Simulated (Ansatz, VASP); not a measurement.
LiReH6 in VASP and in Ansatz

File INCAR:

```
SYSTEM = LiReH6
  ALGO = Normal
  EDIFF = 1E-7
  ENCUT = 520
  GGA = PE
  ISIF = 2
  ISMEAR = 0
  LASPH = .True.
  LCHARG = .True.
  LELF = .True.
  LREAL = .False.
  LVHAR = .True.
  LWAVE = .False.
  NBANDS = 18
  NELM = 80
  PREC = Accurate
  SIGMA = 0.1
```

KPOINTS

```
k-points
0
Gamma
  4 4 4
  0 0 0
```

Contents of POSCAR:

```
LiReH6
1.0
    4.1561305100      0.0000000000      0.0000000000
    0.0000000000      4.1561305100      0.0000000000
    0.0000000000      0.0000000000      4.1561305100
Li Re H
1 1 6
Direct
    0.5000000000      0.5000000000      0.5000000000
    0.0000000000      0.0000000000      0.0000000000
    0.0000000000      0.5000000000      0.7456844400
    0.5000000000      0.2543155600      0.0000000000
    0.7456844400      0.0000000000      0.5000000000
    0.0000000000      0.5000000000      0.2543155600
    0.5000000000      0.7456844400      0.0000000000
    0.2543155600      0.0000000000      0.5000000000
```

Input for Ansatz:

```yaml
crystal:
  lattice:
    - [4.15613051, 0.0, 0.0]
    - [0.0, 4.15613051, 0.0]
    - [0.0, 0.0, 4.15613051]
  atoms:
    - { symbol: Li, position: [0.5, 0.5, 0.5] }
    - { symbol: Re, position: [0.0, 0.0, 0.0] }
    - { symbol: H, position: [0.0, 0.5, 0.74568444] }
    - { symbol: H, position: [0.5, 0.25431556, 0.0] }
    - { symbol: H, position: [0.74568444, 0.0, 0.5] }
    - { symbol: H, position: [0.0, 0.5, 0.25431556] }
    - { symbol: H, position: [0.5, 0.74568444, 0.0] }
    - { symbol: H, position: [0.25431556, 0.0, 0.5] }
basis:
  ecutwfc: 420
kpoints:
  mp_grid: { grid: [4, 4, 4] }
hamiltonian:
  xc: pbe
scf:
  occupations: { method: gaussian, width: 0.1 }
  lower_state_search: "off"
output:
  forces: true
  stress: true
  eigenvalues: true
```

Change from the starting cell: species swapped into the V6CoIr type (Pm-3, No. 200).

Alike in both runs: task single point; functional PBE; k mesh 4 × 4 × 4; occupations gaussian, width 0.1 eV; no spin polarisation.

|  | VASP | Ansatz |
| --- | --- | --- |
| version | VASP 6.6.1 | Ansatz 0.2.0 |
| potentials or method | VASP PAW PBE potentials, release 64 (Li_sv, Re, H), cutoff 520 eV | scalar-relativistic, plane waves, PAW |
| valence electrons in the cell | 16 | 24 |

```csv
,VASP,Ansatz,Ansatz less VASP
gap on the k mesh at the Fermi level (eV),none,none,-
rms of the force components (eV/Å),0.472,0.472,-0.0002
```

Atom by atom the forces differ by 0.000 eV/Å (rms over components). A gap of «none» marks a metal or a gap that the smearing closes. With one functional, cell and mesh, what is left measures potentials, basis and numerics. VASP's potentials hold 16 valence electrons a cell and Ansatz's 24, so a difference there can come from the potentials and not from the codes.

The k mesh is coarse, so the values compare programs but aren't converged. Neither program's run includes spin-orbit coupling. Noted on VASP's run: the cutoff is short for stress, so the pressure is rough.
